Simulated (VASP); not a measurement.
A run of VASP 6.6.1:

The input INCAR:

```
ALGO = Normal
DIPOL = 0.5 0.5 0.321
EDIFF = 1E-6
ENCUT = 520
GGA = PE
GGA_COMPAT = F
IDIPOL = 3
ISIF = 2
ISMEAR = 0
LASPH = T
LCHARG = F
LDIPOL = T
LREAL = F
LWAVE = F
NBANDS = 74
NELM = 120
NELMDL = -8
PREC = Accurate
SIGMA = 0.1
```

KPOINTS

```
k-points
0
Gamma
  5 5 1
```

File POSCAR:

```
Pt12C
1.0
    5.6143281343      0.0000000000      0.0000000000
    0.0000000000      5.6143281343      0.0000000000
    0.0000000000      0.0000000000     19.3513792319
Pt C
12 1
Direct
    0.2500000000      0.2500000000      0.2067036128
    0.2500000000      0.7500000000      0.2067036128
    0.7500000000      0.2500000000      0.2067036128
    0.7500000000      0.7500000000      0.2067036128
    0.0000000000      0.0000000000      0.3062504947
    0.0000000000      0.5000000000      0.3062504947
    0.5000000000      0.0000000000      0.3062504947
    0.5000000000      0.5000000000      0.3062504947
    0.2500000000      0.2500000000      0.4057271132
    0.2500000000      0.7500000000      0.4057271132
    0.7500000000      0.2500000000      0.4057271132
    0.7500000000      0.7500000000      0.4057271132
    0.2500000000      0.3333333333      0.4924370302
```

Potentials or basis: VASP PAW PBE potentials, release 64 (Pt, C).

The run is started by

```bash
$ cat potpaw_PBE.64/Pt/POTCAR potpaw_PBE.64/C/POTCAR > POTCAR
$ mpirun -np 1 vasp_std > vasp.out
```

Hardware: 1 thread of Intel(R) Xeon(R) Platinum 8559C (Emerald Rapids), with other jobs on the host.

**Question.** How long does it take, and how much memory?

**Answer.** Wall time 18 min on 1 thread of Intel(R) Xeon(R) Platinum 8559C (Emerald Rapids), with other jobs on the host, peak memory 0.7 GiB. Counts: scf iterations 34, k points 9.
